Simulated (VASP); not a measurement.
The system is SnSe.

```
Sn Se
1.0
     0.00000    3.02993    3.02993
     3.02993    0.00000    3.02993
     3.02993    3.02993    0.00000
Sn Se
1 1
Cartesian
  0.0000 0.0000 0.0000
  3.0299 3.0299 3.0299
```

Program: VASP 6.6.1. Alike in all runs: task single point; no spin polarisation; cell as given; k mesh 8 × 8 × 8; cutoff (eV) 520; smearing fermi-dirac 0.05 eV.

Question: Order these runs on this cell by their pressure, lowest first.
A. level revPBE; potentials or basis VASP PAW PBE potentials, release 64 (Sn_d, Se)
B. level LDA; potentials or basis VASP PAW LDA potentials, release 64 (Sn_d, Se)
C. level r2SCAN; potentials or basis VASP PAW PBE potentials, release 64 (Sn_d, Se)

Answer: B (-4.2 GPa), C (-1.1 GPa), A (1.1 GPa).

Caveats: the PAW data sets were made with another functional, which shifts forces and pressure a little (some runs).
